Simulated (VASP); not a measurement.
# P in VASP: single point with r2SCAN

Aim: the single point of P with r2SCAN.

All numbers are computed with VASP 6.6.1; they aren't measurements. Logs are shortened: lines on timing, memory, paths and dates and some standing lists are left out, and cuts for length are marked.

### 1 The cell of the first run

The cell holds a slab with vacuum, 4 atoms: a = 3.284 Å, b = 34.857 Å, c = 4.817 Å, α = 90.00°, β = 90.00°, γ = 90.00°.

### 2 Single point, r2SCAN (strain +0.0400 x Voigt [0, 0, 1, 0, 0, 0])

Contents of POSCAR:

```
P
1.0
    3.2837277200      0.0000000000      0.0000000000
    0.0000000000     34.8570309900      0.0000000000
    0.0000000000      0.0000000000      4.8173680984
P
4
Direct
    0.0000000000      0.9702614300      0.5921507200
    0.0000000000      0.0297385700      0.4078492800
    0.5000000000      0.0297385700      0.0921507200
    0.5000000000      0.9702614300      0.9078492800
```

Contents of INCAR.step1:

```
SYSTEM = P
PREC     = Accurate       ! precision mode
ENCUT    = 520            ! plane-wave cutoff, eV
ISMEAR   = 0              ! smearing method
SIGMA    = 0.05           ! smearing width, eV
LREAL    = .False.        ! projectors in reciprocal space
LASPH    = .True.         ! aspherical terms in the spheres
NELM     = 80             ! most SCF steps
NBANDS   = 18             ! bands
GGA      = PE             ! functional
ALGO     = Normal         ! electronic algorithm
EDIFF    = 1E-4           ! SCF threshold, eV
LWAVE    = .True.         ! write WAVECAR
LCHARG   = .False.        ! write CHGCAR
```

Contents of INCAR.step2:

```
SYSTEM = P
PREC     = Accurate       ! precision mode
ENCUT    = 520            ! plane-wave cutoff, eV
EDIFF    = 1E-6           ! SCF threshold, eV
ISMEAR   = 0              ! smearing method
SIGMA    = 0.05           ! smearing width, eV
LREAL    = .False.        ! projectors in reciprocal space
LASPH    = .True.         ! aspherical terms in the spheres
NELM     = 80             ! most SCF steps
ALGO     = Normal         ! electronic algorithm
ISIF     = 2              ! what is computed and relaxed
LWAVE    = .False.        ! write WAVECAR
LCHARG   = .False.        ! write CHGCAR
METAGGA  = R2SCAN         ! meta-GGA
LMIXTAU  = .True.       
NBANDS   = 18             ! bands
ISTART   = 1
```

Contents of KPOINTS:

```
regular mesh
0
Gamma
  8 1 6
  0 0 0
```

Potentials or basis: VASP PAW PBE potentials, release 64 (P).

Run with:

```console
$ cat potpaw_PBE.64/P/POTCAR > POTCAR
$ cp INCAR.step1 INCAR
$ mpirun -np 1 vasp_std > vasp.out
$ cp INCAR.step2 INCAR
$ mpirun -np 1 vasp_std > vasp.out
```

OUTCAR:

```text
SYSTEM = P
   PREC = Accurate
   ENCUT = 520
   EDIFF = 1E-6
   ISMEAR = 0
   LREAL = .False.
   LASPH = .True.
   NELM = 80
   ISIF = 2
   METAGGA = R2SCAN
   ISTART = 1

 ion  position               nearest neighbor table
   1  0.000  0.970  0.592-   4 2.24   4 2.24   2 2.26
   2  0.000  0.030  0.408-   3 2.24   3 2.24   1 2.26
   3  0.500  0.030  0.092-   2 2.24   2 2.24   4 2.26
   4  0.500  0.970  0.908-   1 2.24   1 2.24   3 2.26

  LATTYP: Found a simple orthorhombic cell.
 ALAT       =     3.2837277200
 B/A-ratio  =     1.4670424923
 C/A-ratio  =    10.6150795566

  Lattice vectors:

 A1 = (  -3.2837277200,   0.0000000000,   0.0000000000)
 A2 = (   0.0000000000,   0.0000000000,   4.8173680984)
 A3 = (   0.0000000000,  34.8570309900,   0.0000000000)

Analysis of symmetry for initial positions (statically):
=====================================================================
 Subroutine PRICEL returns:
 Original cell was already a primitive cell.

 Routine SETGRP: Setting up the symmetry group for a
 simple orthorhombic supercell.

 Subroutine GETGRP returns: Found  8 space group operations
 (whereof  4 operations were pure point group operations)
 out of a pool of  8 trial point group operations.

The static configuration has the point symmetry C_2h.
 The point group associated with its full space group is D_2h.

Analysis of symmetry for dynamics (positions and initial velocities):
=====================================================================
 Subroutine PRICEL returns:
 Original cell was already a primitive cell.

 Routine SETGRP: Setting up the symmetry group for a
 simple orthorhombic supercell.

 Subroutine GETGRP returns: Found  8 space group operations
 (whereof  4 operations were pure point group operations)
 out of a pool of  8 trial point group operations.

The dynamic configuration has the point symmetry C_2h.
 The point group associated with its full space group is D_2h.

 Subroutine INISYM returns: Found  8 space group operations
 (whereof  4 operations are pure point group operations),
 and found     1 'primitive' translations

----------------------------------------------------------------------------------------

                                     Primitive cell

  volume of cell :     551.4008

  direct lattice vectors                    reciprocal lattice vectors
     3.283727720  0.000000000  0.000000000     0.304531948  0.000000000  0.000000000
     0.000000000 34.857030990  0.000000000     0.000000000  0.028688617  0.000000000
     0.000000000  0.000000000  4.817368098     0.000000000  0.000000000  0.207582227

  length of vectors
     3.283727720 34.857030990  4.817368098     0.304531948  0.028688617  0.207582227

  position of ions in fractional coordinates (direct lattice)
     0.000000000  0.970261430  0.592150720
     0.000000000  0.029738570  0.407849280
     0.500000000  0.029738570  0.092150720
     0.500000000  0.970261430  0.907849280

  ion indices of the primitive-cell ions
   primitive index   ion index
                 1           1
                 2           2
                 3           3
                 4           4

----------------------------------------------------------------------------------------

 KPOINTS: regular mesh

Automatic generation of k-mesh.
 Grid dimensions read from file:
 generate k-points for:    8    1    6

 Generating k-lattice:

  Cartesian coordinates                     Fractional coordinates (reciprocal lattice)
     0.038066494  0.000000000  0.000000000     0.125000000  0.000000000  0.000000000
     0.000000000  0.028688617  0.000000000     0.000000000  1.000000000  0.000000000
     0.000000000  0.000000000  0.034597038     0.000000000  0.000000000  0.166666667

  Length of vectors
     0.038066494  0.028688617  0.034597038

  Shift w.r.t. Gamma in fractional coordinates (k-lattice)
     0.000000000  0.000000000  0.000000000

 Subroutine IBZKPT returns following result:
 ===========================================

 Found     20 irreducible k-points:

 Following reciprocal coordinates:
            Coordinates               Weight
  0.000000  0.000000  0.000000      1.000000
  0.125000  0.000000  0.000000      2.000000
  0.250000  0.000000  0.000000      2.000000
  0.375000  0.000000  0.000000      2.000000
  0.500000  0.000000  0.000000      1.000000
  0.000000  0.000000  0.166667      2.000000
[... 12 lines left out ...]
  0.375000  0.000000  0.500000      2.000000
  0.500000  0.000000  0.500000      1.000000
   k-points           NKPTS =     20   k-points in BZ     NKDIM =     20   number of bands    NBANDS=     18
   number of dos      NEDOS =    301   number of ions     NIONS =      4
   total plane-waves  NPLWV = 233280
   dimension x,y,z NGX =    24 NGY =  270 NGZ =   36
   dimension x,y,z NGXF=    48 NGYF=  540 NGZF=   72
   ions per type =               4
   NGX,Y,Z   is equivalent  to a cutoff of  12.15, 12.88, 12.42 a.u.
   NGXF,Y,Z  is equivalent  to a cutoff of  24.30, 25.75, 24.85 a.u.
 SYSTEM =  P
   PREC   = accura    normal or accurate (medium, high low for compatibility)
   ISTART =      1    job   : 0-new  1-cont  2-samecut
   ICHARG =      0    charge: 1-file 2-atom 10-const
   ISPIN  =      1    spin polarized calculation?
   LNONCOLLINEAR =      F non collinear calculations
   LSORBIT =      F    spin-orbit coupling
   LASPH  =      T    aspherical Exc in radial PAW
   ENCUT  =  520.0 eV  38.22 Ry    6.18 a.u.   6.11 64.81  8.96*2*pi/ulx,y,z
   NELM   =     80;   NELMIN=  2; NELMDL=  0     # of ELM steps
   EDIFF  = 0.1E-05   stopping-criterion for ELM
   LREAL  =      F    real-space projection
   EDIFFG = 0.1E-04   stopping-criterion for IOM
   NSW    =      0    number of steps for IOM
   IBRION =     -1    ionic relax: 0-MD 1-quasi-New 2-CG
   NFREE  =      0    steps in history (QN), initial steepest desc. (CG)
   ISIF   =      2    stress and relaxation
   ISYM   =      2    0-nonsym 1-usesym 2-fastsym
   POTIM  = 0.5000    time-step for ionic-motion
   TEBEG  =    0.0;   TEEND  =   0.0 temperature during run
   PSTRESS=    0.0 pullay stress
   NELECT =      20.0000    total number of electrons
   NUPDOWN=      -1.0000    fix difference up-down
   EMIN   =  10.00;   EMAX   =-10.00  energy-range for DOS
   EFERMI =   0.00;   METHOD = LEGACY
   ISMEAR =     0;   SIGMA  =   0.05  broadening in eV -4-tet -1-fermi 0-gaus
   EFERMI_NEDOS =   21; number of points for ismear=-14 and -15
   IALGO  =     38    algorithm
   IMIX   =      4    mixing-type and parameters
     AMIX     =   0.40;   BMIX     =  1.00
     AMIX_MAG =   1.60;   BMIX_MAG =  1.00
  volume/ion in A,a.u.               =     137.85       930.26
  Fermi-wavevector in a.u.,A,eV,Ry     =   0.541912  1.024066  3.995609  0.293669
  Thomas-Fermi vector in A             =   1.569706
   LORBIT       =      0    0 simple, 1 ext, 2 COOP (PROOUT), +10 PAW based schemes
   METAGGA = R2SCAN    functional components
   LHFCALC =     F    Hartree Fock is set to
   AEXX    =    0.0000 exact exchange contribution
   IVDW    =     0    specifies the selected vdW correction
   LEPSILON=     F    determine dielectric tensor
   LRPA    =     F    only Hartree local field effects (RPA)
 non-spin polarized calculation
 Gauss-broadening in eV      SIGMA  =   0.05
  energy-cutoff  :      520.00
  volume of cell :      551.40
 maximum number of plane-waves:     14900
   NGX = 13   NGY =129   NGZ = 17

 number of electron      20.0000002 magnetization

 Free energy of the ion-electron system (eV)
  ---------------------------------------------------
  ext. energy  EPLUGINS =         0.00000000
  ---------------------------------------------------
  free energy    TOTEN  =       -35.73426856 eV

  energy without entropy =      -35.73426856  energy(sigma->0) =      -35.73426856

 E-fermi :  -3.5870     XC(G=0):  -1.6933

 val. band max:       -3.8526890000   @ k =   0.0000   0.0000   0.0000
 cond. band min:      -2.4739358626   @ k =   0.0000   0.0000   0.0000
 fundamental gap:      1.3787531374
 Fermi energy:        -3.5869581077

 k-point     1 :       0.0000    0.0000    0.0000
  band No.  band energies     occupation
      1     -19.2850      2.00000
      2     -16.7478      2.00000
      3     -13.6285      2.00000
      4      -9.6003      2.00000
      5      -8.7803      2.00000
      6      -8.3548      2.00000
[... 10 lines left out ...]
     17       1.6610      0.00000
     18       1.7950      0.00000

 k-point     2 :       0.1250    0.0000    0.0000
  band No.  band energies     occupation
      1     -19.0895      2.00000
      2     -16.5410      2.00000
      3     -13.6740      2.00000
      4      -9.4629      2.00000
      5      -8.9061      2.00000
      6      -8.1863      2.00000
[... 10 lines left out ...]
     17       1.7081      0.00000
     18       1.8772      0.00000

 k-point     3 :       0.2500    0.0000    0.0000
  band No.  band energies     occupation
      1     -18.5102      2.00000
      2     -15.9235      2.00000
      3     -14.0309      2.00000
      4      -9.9729      2.00000
      5      -9.2622      2.00000
      6      -9.1091      2.00000
[... 10 lines left out ...]
     17       2.3149      0.00000
     18       2.5182      0.00000

 k-point     4 :       0.3750    0.0000    0.0000
  band No.  band energies     occupation
      1     -17.5744      2.00000
      2     -15.0270      2.00000
      3     -14.9056      2.00000
      4     -11.7956      2.00000
      5      -9.5350      2.00000
      6      -8.8193      2.00000
[... 10 lines left out ...]
     17       3.2115      0.00000
     18       3.2847      0.00000

 k-point     5 :       0.5000    0.0000    0.0000
  band No.  band energies     occupation
      1     -16.3516      2.00000
      2     -16.3516      2.00000
      3     -13.5104      2.00000
      4     -13.5104      2.00000
      5      -9.0917      2.00000
      6      -9.0917      2.00000
[... 10 lines left out ...]
     17       3.4314      0.00000
     18       3.4314      0.00000

 k-point     6 :       0.0000    0.0000    0.1667
  band No.  band energies     occupation
      1     -19.1578      2.00000
      2     -16.9825      2.00000
      3     -13.5189      2.00000
      4     -10.3900      2.00000
      5      -8.2133      2.00000
      6      -7.8898      2.00000
[... 223 lines left out ...]
 k-point    17 :       0.1250    0.0000    0.5000
  band No.  band energies     occupation
      1     -18.0332      2.00000
      2     -18.0332      2.00000
      3     -12.3717      2.00000
      4     -12.3717      2.00000
      5      -7.5618      2.00000
      6      -7.5618      2.00000
[... 10 lines left out ...]
     17       2.6956      0.00000
     18       2.6956      0.00000

 k-point    18 :       0.2500    0.0000    0.5000
  band No.  band energies     occupation
      1     -17.4814      2.00000
      2     -17.4814      2.00000
      3     -12.4019      2.00000
      4     -12.4019      2.00000
      5      -9.1581      2.00000
      6      -9.1581      2.00000
[... 10 lines left out ...]
     17       3.1739      0.00000
     18       3.1739      0.00000

 k-point    19 :       0.3750    0.0000    0.5000
  band No.  band energies     occupation
      1     -16.6554      2.00000
      2     -16.6554      2.00000
      3     -13.1785      2.00000
      4     -13.1785      2.00000
      5      -9.4411      2.00000
      6      -9.4411      2.00000
[... 10 lines left out ...]
     17       3.2618      0.00000
     18       3.2618      0.00000

 k-point    20 :       0.5000    0.0000    0.5000
  band No.  band energies     occupation
      1     -16.0628      2.00000
      2     -16.0628      2.00000
      3     -13.9068      2.00000
      4     -13.9068      2.00000
      5      -8.8616      2.00000
      6      -8.8616      2.00000
[... 10 lines left out ...]
     17       3.3424      0.00000
     18       3.3424      0.00000

------------------------ aborting loop because EDIFF is reached ----------------------------------------

  FORCE on cell =-STRESS in cart. coord.  units (eV):
  Direction    XX          YY          ZZ          XY          YZ          ZX
  --------------------------------------------------------------------------------------
  -------------------------------------------------------------------------------------
  Total       -1.0577252     -0.4211405     -2.8813702      0.0000000     -0.0000000      0.0000000
  in kB       -3.0733787     -1.2236865     -8.3722516      0.0000000     -0.0000000      0.0000000
  external PRESSURE =      -4.2231056 kB  Pullay stress =       0.0000000 kB

 VOLUME and BASIS-vectors are now :
 -----------------------------------------------------------------------------
  energy-cutoff  :      520.00
  volume of cell :      551.40
      direct lattice vectors                 reciprocal lattice vectors
     3.283727720  0.000000000  0.000000000     0.304531948  0.000000000  0.000000000
     0.000000000 34.857030990  0.000000000     0.000000000  0.028688617  0.000000000
     0.000000000  0.000000000  4.817368098     0.000000000  0.000000000  0.207582227

 POSITION                                       TOTAL-FORCE (eV/Angst)
 -----------------------------------------------------------------------------------
      0.00000     33.82043      2.85261        -0.000000      0.097114      0.562667
      0.00000      1.03660      1.96476         0.000000     -0.097114     -0.562667
      1.64186      1.03660      0.44392        -0.000000     -0.097114      0.562667
      1.64186     33.82043      4.37344        -0.000000      0.097114     -0.562667
 -----------------------------------------------------------------------------------
    total drift:                                0.000000      0.000000     -0.000000

  FREE ENERGIE OF THE ION-ELECTRON SYSTEM (eV)
  ---------------------------------------------------
  free  energy   TOTEN  =       -35.7342685597 eV

  energy  without entropy=      -35.7342685597  energy(sigma->0) =      -35.73426856
```

It took 46 min on 1 thread of Intel Xeon 8259CL, shared host; peak memory 0.67 GiB.

What came out:

```
Free energy            : -35.7343 eV
Largest force          : 0.571 eV/Å
Band gap on the k mesh : 1.38 eV
```

Forces in eV/Å, atoms in the order of the input:
```
P    0.000  0.097  0.563
P    0.000 -0.097 -0.563
P    0.000 -0.097  0.563
P    0.000  0.097 -0.563
```

Caveat: the cell differs from its parent crystal (strain +0.0400 x Voigt [0, 0, 1, 0, 0, 0]); the PAW data sets were made with another functional, which shifts forces and pressure a little.
